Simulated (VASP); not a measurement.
# Au (Pm-3m) in VASP: further runs

The runs below take Au through single point, relaxation of cell and atoms, with PBE.

Everything below comes from runs of VASP 6.6.1. Logs are shortened: lines on timing, memory, paths and dates and some standing lists are left out, and cuts for length are marked.

## (1) The cell of the first run

Symmetry: Pm-3m, No. 221, cubic system. The conventional cell has a = 3.982 Å, b = 3.982 Å, c = 3.982 Å, α = 90.00°, β = 90.00°, γ = 90.00°. Within 3.7 Å of Au (site symmetry 4/mmm) lie 8 Au at 2.82 Å.

## (2) Single point, PBE

Contents of INCAR:

```
ALGO = Normal ; EDIFF = 1E-6
ENCUT = 520 ; GGA = PE
ISIF = 2 ; ISMEAR = 0
LASPH = T ; LCHARG = F
LREAL = F ; LWAVE = F
NBANDS = 24 ; NELM = 100
PREC = Accurate ; SIGMA = 0.1
```

Contents of KPOINTS:

```
k-points
0
Gamma
  12 12 12
```

Contents of POSCAR:

```
Au
1.0
    3.9819548375      0.0000000000      0.0000000000
    0.0000000000      3.9819548375      0.0000000000
    0.0000000000      0.0000000000      3.9819548375
Au
3
Direct
    0.5000000000      0.0000000000      0.0000000000
    0.0000000000      0.5000000000      0.0000000000
    0.0000000000      0.0000000000      0.5000000000
```

Potentials or basis: VASP PAW PBE potentials, release 64 (Au).

The run is started by

```sh
> cat potpaw_PBE.64/Au/POTCAR > POTCAR
> mpirun -np 1 vasp_std > vasp.out
```

OUTCAR:

```text
EDIFF = 1E-6
   ENCUT = 520
   GGA = PE
   ISIF = 2
   ISMEAR = 0
   LASPH = T
   LREAL = F
   NELM = 100
   PREC = Accurate

 ion  position               nearest neighbor table
   1  0.500  0.000  0.000-   2 2.82   3 2.82   3 2.82   2 2.82   2 2.82   3 2.82   3 2.82   2 2.82

   2  0.000  0.500  0.000-   1 2.82   3 2.82   3 2.82   1 2.82   3 2.82   3 2.82   1 2.82   1 2.82

   3  0.000  0.000  0.500-   1 2.82   2 2.82   1 2.82   2 2.82   2 2.82   2 2.82   1 2.82   1 2.82

  LATTYP: Found a simple cubic cell.
 ALAT       =     3.9819548375

  Lattice vectors:

 A1 = (   3.9819548375,   0.0000000000,   0.0000000000)
 A2 = (   0.0000000000,   3.9819548375,   0.0000000000)
 A3 = (   0.0000000000,   0.0000000000,   3.9819548375)

Analysis of symmetry for initial positions (statically):
=====================================================================
 Subroutine PRICEL returns:
 Original cell was already a primitive cell.

 Routine SETGRP: Setting up the symmetry group for a
 simple cubic supercell.

 Subroutine GETGRP returns: Found 48 space group operations
 (whereof 48 operations were pure point group operations)
 out of a pool of 48 trial point group operations.

The static configuration has the point symmetry O_h .

Analysis of symmetry for dynamics (positions and initial velocities):
=====================================================================
 Subroutine PRICEL returns:
 Original cell was already a primitive cell.

 Routine SETGRP: Setting up the symmetry group for a
 simple cubic supercell.

 Subroutine GETGRP returns: Found 48 space group operations
 (whereof 48 operations were pure point group operations)
 out of a pool of 48 trial point group operations.

The dynamic configuration has the point symmetry O_h .

 Subroutine INISYM returns: Found 48 space group operations
 (whereof 48 operations are pure point group operations),
 and found     1 'primitive' translations

----------------------------------------------------------------------------------------

                                     Primitive cell

  volume of cell :      63.1377

  direct lattice vectors                    reciprocal lattice vectors
     3.981954838  0.000000000  0.000000000     0.251132934  0.000000000  0.000000000
     0.000000000  3.981954838  0.000000000     0.000000000  0.251132934  0.000000000
     0.000000000  0.000000000  3.981954838     0.000000000  0.000000000  0.251132934

  length of vectors
     3.981954838  3.981954838  3.981954838     0.251132934  0.251132934  0.251132934

  position of ions in fractional coordinates (direct lattice)
     0.500000000  0.000000000  0.000000000
     0.000000000  0.500000000  0.000000000
     0.000000000  0.000000000  0.500000000

  ion indices of the primitive-cell ions
   primitive index   ion index
                 1           1
                 2           2
                 3           3

----------------------------------------------------------------------------------------

 KPOINTS: k-points

Automatic generation of k-mesh.
 Grid dimensions read from file:
 generate k-points for:   12   12   12

 Generating k-lattice:

  Cartesian coordinates                     Fractional coordinates (reciprocal lattice)
     0.020927744  0.000000000  0.000000000     0.083333333  0.000000000  0.000000000
     0.000000000  0.020927744  0.000000000     0.000000000  0.083333333  0.000000000
     0.000000000  0.000000000  0.020927744     0.000000000  0.000000000  0.083333333

  Length of vectors
     0.020927744  0.020927744  0.020927744

  Shift w.r.t. Gamma in fractional coordinates (k-lattice)
     0.000000000  0.000000000  0.000000000

 Subroutine IBZKPT returns following result:
 ===========================================

 Found     84 irreducible k-points:

 Following reciprocal coordinates:
            Coordinates               Weight
  0.000000  0.000000  0.000000      1.000000
  0.083333  0.000000  0.000000      6.000000
  0.166667  0.000000  0.000000      6.000000
  0.250000  0.000000  0.000000      6.000000
  0.333333  0.000000  0.000000      6.000000
  0.416667  0.000000  0.000000      6.000000
[... 16 lines left out ...]
  0.333333  0.333333  0.000000     12.000000
  0.416667  0.333333  0.000000     24.000000
 [... further k-points ...]
   k-points           NKPTS =     84   k-points in BZ     NKDIM =     84   number of bands    NBANDS=     24
   number of dos      NEDOS =    301   number of ions     NIONS =      3
   total plane-waves  NPLWV =  27000
   dimension x,y,z NGX =    30 NGY =   30 NGZ =   30
   dimension x,y,z NGXF=    60 NGYF=   60 NGZF=   60
   ions per type =               3
   NGX,Y,Z   is equivalent  to a cutoff of  12.52, 12.52, 12.52 a.u.
   NGXF,Y,Z  is equivalent  to a cutoff of  25.05, 25.05, 25.05 a.u.
 SYSTEM =  unknown system
   PREC   = accura    normal or accurate (medium, high low for compatibility)
   ISTART =      0    job   : 0-new  1-cont  2-samecut
   ICHARG =      2    charge: 1-file 2-atom 10-const
   ISPIN  =      1    spin polarized calculation?
   LNONCOLLINEAR =      F non collinear calculations
   LSORBIT =      F    spin-orbit coupling
   LASPH  =      T    aspherical Exc in radial PAW
   ENCUT  =  520.0 eV  38.22 Ry    6.18 a.u.   7.40  7.40  7.40*2*pi/ulx,y,z
   NELM   =    100;   NELMIN=  2; NELMDL= -5     # of ELM steps
   EDIFF  = 0.1E-05   stopping-criterion for ELM
   LREAL  =      F    real-space projection
   EDIFFG = 0.1E-04   stopping-criterion for IOM
   NSW    =      0    number of steps for IOM
   IBRION =     -1    ionic relax: 0-MD 1-quasi-New 2-CG
   NFREE  =      0    steps in history (QN), initial steepest desc. (CG)
   ISIF   =      2    stress and relaxation
   ISYM   =      2    0-nonsym 1-usesym 2-fastsym
   POTIM  = 0.5000    time-step for ionic-motion
   TEBEG  =    0.0;   TEEND  =   0.0 temperature during run
   PSTRESS=    0.0 pullay stress
   NELECT =      33.0000    total number of electrons
   NUPDOWN=      -1.0000    fix difference up-down
   EMIN   =  10.00;   EMAX   =-10.00  energy-range for DOS
   EFERMI =   0.00;   METHOD = LEGACY
   ISMEAR =     0;   SIGMA  =   0.10  broadening in eV -4-tet -1-fermi 0-gaus
   EFERMI_NEDOS =   21; number of points for ismear=-14 and -15
   IALGO  =     38    algorithm
   IMIX   =      4    mixing-type and parameters
     AMIX     =   0.40;   BMIX     =  1.00
     AMIX_MAG =   1.60;   BMIX_MAG =  1.00
  volume/ion in A,a.u.               =      21.05       142.02
  Fermi-wavevector in a.u.,A,eV,Ry     =   1.318712  2.492004 23.660534  1.739000
  Thomas-Fermi vector in A             =   2.448662
   LORBIT       =      0    0 simple, 1 ext, 2 COOP (PROOUT), +10 PAW based schemes
   GGA     = PE    functional components
   LHFCALC =     F    Hartree Fock is set to
   AEXX    =    0.0000 exact exchange contribution
   IVDW    =     0    specifies the selected vdW correction
   LEPSILON=     F    determine dielectric tensor
   LRPA    =     F    only Hartree local field effects (RPA)
 non-spin polarized calculation
 Gauss-broadening in eV      SIGMA  =   0.10
  energy-cutoff  :      520.00
  volume of cell :       63.14
 maximum number of plane-waves:      1743
 NGX is ok and might be reduce to    30
   NGX = 15   NGY = 15   NGZ = 15

 number of electron      33.0000008 magnetization

 Free energy of the ion-electron system (eV)
  ---------------------------------------------------
  ext. energy  EPLUGINS =         0.00000000
  ---------------------------------------------------
  free energy    TOTEN  =        -9.42483993 eV

  energy without entropy =       -9.42150901  energy(sigma->0) =       -9.42317447

 E-fermi :   6.3489     XC(G=0): -11.2402

 val. band max:        6.3000462439   @ k =   0.2500   0.0833   0.0000
 cond. band min:       6.3897255059   @ k =   0.3333   0.2500   0.0833
 fundamental gap:      0.0896792620
 Fermi energy:         6.3489354699

 k-point     1 :       0.0000    0.0000    0.0000
  band No.  band energies     occupation
      1      -2.1955      2.00000
      2       0.2662      2.00000
      3       0.5607      2.00000
      4       0.5607      2.00000
      5       0.5607      2.00000
      6       1.0805      2.00000
[... 16 lines left out ...]
     23      18.9661      0.00000
     24      18.9661      0.00000

 k-point     2 :       0.0833    0.0000    0.0000
  band No.  band energies     occupation
      1      -2.1184      2.00000
      2       0.3170      2.00000
      3       0.5752      2.00000
      4       0.6057      2.00000
      5       0.6057      2.00000
      6       1.0912      2.00000
[... 16 lines left out ...]
     23      18.6282      0.00000
     24      18.8501      0.00000

 k-point     3 :       0.1667    0.0000    0.0000
  band No.  band energies     occupation
      1      -1.8934      2.00000
      2       0.4615      2.00000
      3       0.6158      2.00000
      4       0.7395      2.00000
      5       0.7395      2.00000
      6       1.1277      2.00000
[... 16 lines left out ...]
     23      17.8808      0.00000
     24      18.4097      0.00000

 k-point     4 :       0.2500    0.0000    0.0000
  band No.  band energies     occupation
      1      -1.5433      2.00000
      2       0.6672      2.00000
      3       0.6741      2.00000
      4       0.9597      2.00000
      5       0.9597      2.00000
      6       1.2130      2.00000
[... 16 lines left out ...]
     23      17.7408      0.00000
     24      17.7408      0.00000

 k-point     5 :       0.3333    0.0000    0.0000
  band No.  band energies     occupation
      1      -1.1210      2.00000
      2       0.7362      2.00000
      3       0.8547      2.00000
      4       1.2598      2.00000
      5       1.2598      2.00000
      6       1.4100      2.00000
[... 451 lines left out ...]
 k-point    22 :       0.5000    0.2500    0.0000
  band No.  band energies     occupation
      1       0.0061      2.00000
      2       1.0861      2.00000
      3       1.2035      2.00000
      4       1.4716      2.00000
      5       1.7961      2.00000
      6       1.9743      2.00000
[... 16 lines left out ...]
     23      16.3286      0.00000
     24      19.1749      0.00000

 k-point    23 :       0.3333    0.3333    0.0000
  band No.  band energies     occupation
      1      -0.2094      2.00000
      2       1.1073      2.00000
      3       1.3353      2.00000
      4       1.6237      2.00000
      5       1.6626      2.00000
      6       1.7397      2.00000
[... 16 lines left out ...]
     23      17.3767      0.00000
     24      17.9787      0.00000

 k-point    24 :       0.4167    0.3333    0.0000
  band No.  band energies     occupation
      1       0.1591      2.00000
      2       1.2160      2.00000
      3       1.2176      2.00000
      4       1.5452      2.00000
      5       1.7908      2.00000
      6       1.9748      2.00000
[... 16 lines left out ...]
     23      16.9461      0.00000
     24      18.2826      0.00000

 [... further k-points ...]
[... 5 lines left out ...]
  --------------------------------------------------------------------------------------
  -------------------------------------------------------------------------------------
  Total       -0.0792824     -0.0792824     -0.0792824     -0.0000000     -0.0000000      0.0000000
  in kB       -2.0118628     -2.0118628     -2.0118628     -0.0000000     -0.0000000      0.0000000
  external PRESSURE =      -2.0118628 kB  Pullay stress =       0.0000000 kB

 VOLUME and BASIS-vectors are now :
 -----------------------------------------------------------------------------
  energy-cutoff  :      520.00
  volume of cell :       63.14
      direct lattice vectors                 reciprocal lattice vectors
     3.981954838  0.000000000  0.000000000     0.251132934  0.000000000  0.000000000
     0.000000000  3.981954838  0.000000000     0.000000000  0.251132934  0.000000000
     0.000000000  0.000000000  3.981954838     0.000000000  0.000000000  0.251132934

 POSITION                                       TOTAL-FORCE (eV/Angst)
 -----------------------------------------------------------------------------------
      1.99098      0.00000      0.00000         0.000000      0.000000      0.000000
      0.00000      1.99098      0.00000         0.000000      0.000000      0.000000
      0.00000      0.00000      1.99098         0.000000      0.000000      0.000000
 -----------------------------------------------------------------------------------
    total drift:                                0.000000      0.000000      0.000000

  FREE ENERGIE OF THE ION-ELECTRON SYSTEM (eV)
  ---------------------------------------------------
  free  energy   TOTEN  =        -9.4248399345 eV

  energy  without entropy=       -9.4215090102  energy(sigma->0) =       -9.42317447
```

Wall time 37 s (1 thread of Intel Xeon 6975P-C (Granite Rapids), shared host); peak memory 0.23 GiB.

Results:

```
Free energy : -9.4248 eV
Pressure    : -0.2 GPa
```

Levels at points of the mesh, in eV from the Fermi level:
| k point | band 13 | band 14 | band 15 | band 16 | band 17 | band 18 | band 19 | band 20 |
| --- | --- | --- | --- | --- | --- | --- | --- | --- |
| (0.00, 0.00, 0.00) | -1.21 | -0.91 | -0.91 | -0.91 | 3.06 | 3.06 | 3.06 | 6.67 |
| (0.50, 0.00, 0.00) | -2.69 | -2.69 | -2.57 | -1.96 | -0.91 | 6.61 | 6.61 | 6.61 |
| (0.50, 0.50, 0.00) | -3.15 | -2.65 | -2.27 | -2.05 | 1.01 | 1.01 | 1.38 | 9.60 |
| (0.50, 0.50, 0.50) | -1.23 | -1.23 | -1.23 | -0.44 | 1.52 | 1.52 | 1.52 | 3.53 |

Caveat: spin-orbit coupling is left out, which moves the levels of the heavy elements.

## (3) Relaxation of cell and atoms, PBE

This run uses another cell than the first one, of 20.97 Å³/atom, 0.996 times its volume.

Contents of INCAR:

```
  PREC = Accurate
  ENCUT = 600
  EDIFF = 1E-6
  ISMEAR = 0
  SIGMA = 0.1
  LREAL = F
  LASPH = T
  NELM = 100
  ALGO = Normal
  ISIF = 3
  LWAVE = F
  LCHARG = F
  GGA = PE
  IBRION = 2
  NSW = 100
  EDIFFG = -0.01
```

Contents of KPOINTS:

```
Automatic mesh
0
Gamma
  12 12 12
```

Contents of POSCAR:

```
Au
1.0
    3.9770343302      0.0000000000      0.0000000000
    0.0000000000      3.9770343302      0.0000000000
    0.0000000000      0.0000000000      3.9770343302
Au
3
Direct
    0.5000000000      0.0000000000      0.0000000000
    0.0000000000      0.5000000000      0.0000000000
    0.0000000000      0.0000000000      0.5000000000
```

Potentials or basis: VASP PAW PBE potentials, release 64 (Au).

The run is started by

```sh
> cat potpaw_PBE.64/Au/POTCAR > POTCAR
> mpirun -np 1 vasp_std > vasp.out
```

Run time: 55 s. Hardware: 1 thread of Intel Xeon 6975P-C (Granite Rapids), shared host; peak memory 0.25 GiB.

The run converged. Its results:

* Free energy: -9.4250 eV
* Relaxed volume: 21.02 Å³/atom
* Relaxed cell: a = 3.980 Å, b = 3.980 Å, c = 3.980 Å, α = 90.00°, β = 90.00°, γ = 90.00°
* Space group after relaxing (to 0.05 Å): Pm-3m (No. 221)
* Energy gained by relaxing: 0.0 meV/atom
* Ionic steps: 3
* Pressure after relaxing: 0.0 GPa

Step by step:
```
step  energy change (eV)  largest force (eV/Å)  pressure (GPa)  volume (Å³)
   1              0.0000                0.0000            0.29        62.90
   2              0.0000                0.0000           -0.31        63.25
   3             -0.0001                0.0000            0.01        63.06
```

Final structure:
```
Au
1.0
     3.98036    0.00000    0.00000
     0.00000    3.98036    0.00000
     0.00000    0.00000    3.98036
Au
3
Cartesian
  1.9902 0.0000 0.0000
  0.0000 1.9902 0.0000
  0.0000 0.0000 1.9902
```

Levels at points of the mesh, in eV from the Fermi level:
| k point | band 14 | band 15 | band 16 | band 17 | band 18 | band 19 |
| --- | --- | --- | --- | --- | --- | --- |
| (0.00, 0.00, 0.00) | -0.91 | -0.91 | -0.91 | 3.06 | 3.06 | 3.06 |
| (0.50, 0.00, 0.00) | -2.69 | -2.57 | -1.96 | -0.91 | 6.62 | 6.62 |
| (0.50, 0.50, 0.00) | -2.66 | -2.27 | -2.05 | 1.01 | 1.01 | 1.38 |
| (0.50, 0.50, 0.50) | -1.22 | -1.22 | -0.45 | 1.51 | 1.51 | 1.51 |

Caveat: spin-orbit coupling is left out, which moves the levels of the heavy elements.

## (4) Single point, PBE

Contents of INCAR:

```
SYSTEM = Au
PREC     = Accurate       ! precision mode
ENCUT    = 520            ! plane-wave cutoff, eV
EDIFF    = 1E-7           ! SCF threshold, eV
ISMEAR   = 0              ! smearing method
SIGMA    = 0.1            ! smearing width, eV
LREAL    = .False.        ! projectors in reciprocal space
LASPH    = .True.         ! aspherical terms in the spheres
NELM     = 100            ! most SCF steps
ALGO     = Normal         ! electronic algorithm
ISIF     = 2              ! what is computed and relaxed
LWAVE    = .False.        ! write WAVECAR
LCHARG   = .False.        ! write CHGCAR
GGA      = PE             ! functional
NBANDS   = 24             ! bands
```

Contents of KPOINTS:

```
regular mesh
0
Gamma
  12 12 12
  0 0 0
```

Contents of POSCAR:

```
Au
1.0
    3.9819548375      0.0000000000      0.0000000000
    0.0000000000      3.9819548375      0.0000000000
    0.0000000000      0.0000000000      3.9819548375
Au
3
Direct
    0.5000000000      0.0000000000      0.0000000000
    0.0000000000      0.5000000000      0.0000000000
    0.0000000000      0.0000000000      0.5000000000
```

The run is started by

```sh
> cat potpaw_PBE.64/Au/POTCAR > POTCAR
> mpirun -np 1 vasp_std > vasp.out
```

Run time: 39 s. Hardware: 1 thread of Intel Xeon 6975P-C (Granite Rapids), shared host; peak memory 0.23 GiB.

It converged, with:

```
Free energy : -9.4248 eV
Pressure    : -0.2 GPa
```

Levels at points of the mesh, in eV from the Fermi level:
```tsv
k point	band 13	band 14	band 15	band 16	band 17	band 18	band 19	band 20
(0.00, 0.00, 0.00)	-1.21	-0.91	-0.91	-0.91	3.06	3.06	3.06	6.67
(0.50, 0.00, 0.00)	-2.69	-2.69	-2.57	-1.96	-0.91	6.61	6.61	6.61
(0.50, 0.50, 0.00)	-3.15	-2.65	-2.27	-2.05	1.01	1.01	1.38	9.60
(0.50, 0.50, 0.50)	-1.23	-1.23	-1.23	-0.44	1.52	1.52	1.52	3.53
```

Caveat: spin-orbit coupling is left out, which moves the levels of the heavy elements.

## (5) Single point, PBE

This run uses another cell than the first one, of 20.21 Å³/atom, 0.960 times its volume.

Contents of INCAR:

```
PREC     = Accurate       # precision mode
ENCUT    = 520            # plane-wave cutoff, eV
EDIFF    = 1E-6           # SCF threshold, eV
ISMEAR   = 0              # smearing method
SIGMA    = 0.1            # smearing width, eV
LREAL    = F              # projectors in reciprocal space
LASPH    = T              # aspherical terms in the spheres
NELM     = 60             # most SCF steps
ALGO     = Fast           # electronic algorithm
ISIF     = 2              # what is computed and relaxed
LWAVE    = F              # write WAVECAR
LCHARG   = T              # write CHGCAR
GGA      = PE             # functional
LELF     = T              # ELF
LVHAR    = T            
NBANDS   = 24             # bands
```

Contents of KPOINTS:

```
Automatic mesh
0
Gamma
  4 4 4
```

Contents of POSCAR:

```
Au
1.0
    3.9284130800      0.0000000000      0.0000000000
    0.0000000000      3.9284130800      0.0000000000
    0.0000000000      0.0000000000      3.9284130800
Au
3
Direct
    0.5000000000      0.0000000000      0.0000000000
    0.0000000000      0.5000000000      0.0000000000
    0.0000000000      0.0000000000      0.5000000000
```

The run is started by

```sh
> cat potpaw_PBE.64/Au/POTCAR > POTCAR
> mpirun -np 1 vasp_std > vasp.out
```

Wall time 19 s (1 thread of Intel Xeon Platinum 8259CL at 2.50GHz (Skylake/Cascade Lake), shared host); peak memory 0.16 GiB.

The run converged. Its results:

| Item | Value |
| --- | --- |
| Free energy | -9.5388 eV |
| Pressure | 4.4 GPa |

Levels at points of the mesh, in eV from the Fermi level:
```tsv
k point	band 14	band 15	band 16	band 17	band 18	band 19
(0.00, 0.00, 0.00)	-0.55	-0.55	-0.55	3.33	3.33	3.33
(0.50, 0.00, 0.00)	-2.48	-2.35	-1.68	-0.55	7.06	7.06
(0.50, 0.50, 0.00)	-2.43	-2.02	-1.82	1.42	1.42	1.60
(0.50, 0.50, 0.50)	-0.90	-0.90	-0.26	1.70	1.70	1.70
```

Caveat: the k points lie up to 0.40 Å⁻¹ apart; spin-orbit coupling is left out, which moves the levels of the heavy elements.

(Continued in part 2 of 2.)
